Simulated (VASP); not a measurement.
# Ca (Im-3m) in VASP: notebook, part 2 of 2

VASP 6.6.1.

**5. Single point, r2SCAN**

This run uses another cell than the first one, of 48.33 Å³/atom, 1.194 times its volume.

File POSCAR:

```
Ca
1.0
   -2.2946555683      2.2946555683      2.2946555683
    2.2946555683     -2.2946555683      2.2946555683
    2.2946555683      2.2946555683     -2.2946555683
Ca
1
Direct
    0.0000000000      0.0000000000      0.0000000000
```

File INCAR.step1:

```
SYSTEM = Ca
ALGO = Normal
EDIFF = 1E-4
ENCUT = 520
GGA = PE
ISMEAR = 1
LASPH = .True.
LCHARG = .False.
LREAL = .False.
LWAVE = .True.
NBANDS = 11
NELM = 60
PREC = Accurate
SIGMA = 0.15
```

File INCAR.step2:

```
SYSTEM = Ca
ALGO = Normal
EDIFF = 1E-6
ENCUT = 520
ISIF = 2
ISMEAR = 1
ISTART = 1
LASPH = .True.
LCHARG = .True.
LELF = .True.
LMIXTAU = .True.
LREAL = .False.
LVHAR = .True.
LWAVE = .False.
METAGGA = R2SCAN
NBANDS = 11
NELM = 60
PREC = Accurate
SIGMA = 0.15
```

File KPOINTS:

```
k-points
0
Gamma
  7 7 7
  0 0 0
```

Potentials or basis: VASP PAW PBE potentials, release 64 (Ca_sv).

Run with:

```console
cat potpaw_PBE.64/Ca_sv/POTCAR > POTCAR
cp INCAR.step1 INCAR
mpirun -np 1 vasp_std > vasp.out
cp INCAR.step2 INCAR
mpirun -np 1 vasp_std > vasp.out
```

OUTCAR:

```text
SYSTEM = Ca
   EDIFF = 1E-6
   ENCUT = 520
   ISIF = 2
   ISMEAR = 1
   ISTART = 1
   LASPH = .True.
   LREAL = .False.
   METAGGA = R2SCAN
   NELM = 60
   PREC = Accurate

 ion  position               nearest neighbor table
   1  0.000  0.000  0.000-

  LATTYP: Found a body centered cubic cell.
 ALAT       =     4.5893111366

  Lattice vectors:

 A1 = (  -2.2946555683,   2.2946555683,   2.2946555683)
 A2 = (   2.2946555683,  -2.2946555683,   2.2946555683)
 A3 = (   2.2946555683,   2.2946555683,  -2.2946555683)

Analysis of symmetry for initial positions (statically):
=====================================================================
 Subroutine PRICEL returns:
 Original cell was already a primitive cell.

 Routine SETGRP: Setting up the symmetry group for a
 body centered cubic supercell.

 Subroutine GETGRP returns: Found 48 space group operations
 (whereof 48 operations were pure point group operations)
 out of a pool of 48 trial point group operations.

The static configuration has the point symmetry O_h .

Analysis of symmetry for dynamics (positions and initial velocities):
[... 158 lines left out ...]
 Fermi energy:         1.5157893987

 k-point     1 :       0.0000    0.0000    0.0000
  band No.  band energies     occupation
      1     -42.6591      2.00000
      2     -22.6944      2.00000
      3     -22.6944      2.00000
      4     -22.6944      2.00000
      5      -2.5480      2.00000
      6       3.9815     -0.00000
      7       3.9815     -0.00000
      8       3.9815     -0.00000
      9       4.9405      0.00000
     10       4.9405      0.00000
     11      11.6466      0.00000
[... 253 lines left out ...]
 k-point    20 :      -0.4286    0.4286    0.4286
  band No.  band energies     occupation
      1     -42.6451      2.00000
      2     -22.7590      2.00000
      3     -22.7563      2.00000
      4     -22.7563      2.00000
      5       1.6405      0.00456
      6       1.9244     -0.00080
      7       4.6453      0.00000
      8       4.6453      0.00000
      9       4.8099      0.00000
     10       5.5546      0.00000
     11       6.3791      0.00000

------------------------ aborting loop because EDIFF is reached ----------------------------------------

  FORCE on cell =-STRESS in cart. coord.  units (eV):
  Direction    XX          YY          ZZ          XY          YZ          ZX
  --------------------------------------------------------------------------------------
  -------------------------------------------------------------------------------------
  Total       -0.4663981     -0.4663981     -0.4663981      0.0000000     -0.0000000      0.0000000
  in kB      -15.4616152    -15.4616152    -15.4616152      0.0000000     -0.0000000      0.0000000
  external PRESSURE =     -15.4616152 kB  Pullay stress =       0.0000000 kB

 VOLUME and BASIS-vectors are now :
 -----------------------------------------------------------------------------
  energy-cutoff  :      520.00
  volume of cell :       48.33
      direct lattice vectors                 reciprocal lattice vectors
    -2.294655568  2.294655568  2.294655568     0.000000000  0.217897626  0.217897626
     2.294655568 -2.294655568  2.294655568     0.217897626  0.000000000  0.217897626
     2.294655568  2.294655568 -2.294655568     0.217897626  0.217897626  0.000000000

 POSITION                                       TOTAL-FORCE (eV/Angst)
 -----------------------------------------------------------------------------------
      0.00000      0.00000      0.00000        -0.000000      0.000000      0.000000
 -----------------------------------------------------------------------------------
    total drift:                               -0.000000     -0.000000      0.000000

  FREE ENERGIE OF THE ION-ELECTRON SYSTEM (eV)
  ---------------------------------------------------
  free  energy   TOTEN  =        -6.9971866764 eV

  energy  without entropy=       -6.9940192836  energy(sigma->0) =       -6.99613088
```

OUTCAR.step1:

```text
SYSTEM = Ca
   EDIFF = 1E-4
   ENCUT = 520
   GGA = PE
   ISMEAR = 1
   LASPH = .True.
[... 493 lines left out ...]
 -----------------------------------------------------------------------------------
      0.00000      0.00000      0.00000        -0.000000      0.000000      0.000000
 -----------------------------------------------------------------------------------
    total drift:                               -0.000000     -0.000000      0.000000

  FREE ENERGIE OF THE ION-ELECTRON SYSTEM (eV)
  ---------------------------------------------------
  free  energy   TOTEN  =        -1.8783113806 eV

  energy  without entropy=       -1.8738534833  energy(sigma->0) =       -1.87682541
```

Run time: 1.8 min. Hardware: 1 thread of Intel Xeon 8259CL, shared host; peak memory 0.17 GiB.

Results:

```
Free energy            : -6.9972 eV
Pressure               : -1.5 GPa
Band gap on the k mesh : zero (band 5 reaches 1.77 eV, above the bottom of band 6 at 1.36 eV)
```

Caveat: the PAW data sets were made with another functional, which shifts forces and pressure a little.

**6. Single point, r2SCAN**

This run uses another cell than the first one, of 49.45 Å³/atom, 1.222 times its volume.

File POSCAR:

```
Ca
1.0
   -2.3123074586      2.3123074586      2.3123074586
    2.3123074586     -2.3123074586      2.3123074586
    2.3123074586      2.3123074586     -2.3123074586
Ca
1
Direct
    0.0000000000      0.0000000000      0.0000000000
```

File INCAR.step1:

```
SYSTEM = Ca
ALGO     = Normal         ! electronic algorithm
EDIFF    = 1E-4           ! SCF threshold, eV
ENCUT    = 520            ! plane-wave cutoff, eV
GGA      = PE             ! functional
ISMEAR   = 1              ! smearing method
LASPH    = .TRUE.         ! aspherical terms in the spheres
LCHARG   = .FALSE.        ! write CHGCAR
LREAL    = .FALSE.        ! projectors in reciprocal space
LWAVE    = .TRUE.         ! write WAVECAR
NBANDS   = 11             ! bands
NELM     = 60             ! most SCF steps
PREC     = Accurate       ! precision mode
SIGMA    = 0.15           ! smearing width, eV
```

File INCAR.step2:

```
SYSTEM = Ca
ALGO     = Normal         ! electronic algorithm
EDIFF    = 1E-7           ! SCF threshold, eV
ENCUT    = 520            ! plane-wave cutoff, eV
ISIF     = 2              ! what is computed and relaxed
ISMEAR   = 1              ! smearing method
ISTART   = 1            
LASPH    = .TRUE.         ! aspherical terms in the spheres
LCHARG   = .FALSE.        ! write CHGCAR
LMIXTAU  = .TRUE.       
LREAL    = .FALSE.        ! projectors in reciprocal space
LWAVE    = .FALSE.        ! write WAVECAR
METAGGA  = R2SCAN         ! meta-GGA
NBANDS   = 11             ! bands
NELM     = 60             ! most SCF steps
PREC     = Accurate       ! precision mode
SIGMA    = 0.15           ! smearing width, eV
```

File KPOINTS:

```
k-points
0
G
  7 7 7
  0 0 0
```

Potentials or basis: VASP PAW PBE potentials, release 64 (Ca_sv).

Run with:

```console
cat potpaw_PBE.64/Ca_sv/POTCAR > POTCAR
cp INCAR.step1 INCAR
mpirun -np 1 vasp_std > vasp.out
cp INCAR.step2 INCAR
mpirun -np 1 vasp_std > vasp.out
```

Run time: 2.3 min. Hardware: 1 thread of Intel Xeon 8259CL, shared host; peak memory 0.17 GiB.

It converged, with:

```yaml
Free_energy: -6.9857 eV
Pressure: -1.8 GPa
Band_gap_on_the_k_mesh: zero (band 5 reaches 1.70 eV, above the bottom of band 6 at 1.27 eV)
```

Levels at points of the mesh, in eV from the Fermi level:
```tsv
k point	band 1	band 2	band 3	band 4	band 5	band 6	band 7	band 8	band 9	band 10
(0.00, 0.00, 0.00)	-44.23	-24.27	-24.27	-24.27	-4.02	2.43	2.43	2.43	3.37	3.37
```

Caveat: the PAW data sets were made with another functional, which shifts forces and pressure a little.

**7. Overview**

```csv
cell,gap on the mesh (eV),pressure (GPa)
"a = 3.746 Å, angles 109.5°, 1 atom",none,1.5
"a = 3.780 Å, angles 109.5°, 1 atom",none,1.0
"a = 3.912 Å, angles 109.5°, 1 atom",none,-0.9
"a = 3.974 Å, angles 109.5°, 1 atom",none,-1.5
"a = 4.005 Å, angles 109.5°, 1 atom",none,-1.8
```

Alike in all rows: task single point; level r2SCAN; potentials or basis VASP PAW PBE potentials, release 64 (Ca_sv); no spin polarisation; k mesh 7 × 7 × 7; cutoff (eV) 520; smearing methfessel-paxton 0.15 eV.

Caveats: the PAW data sets were made with another functional, which shifts forces and pressure a little.

Total energies depend on the potentials used, so only differences within one code and one set of settings carry meaning.
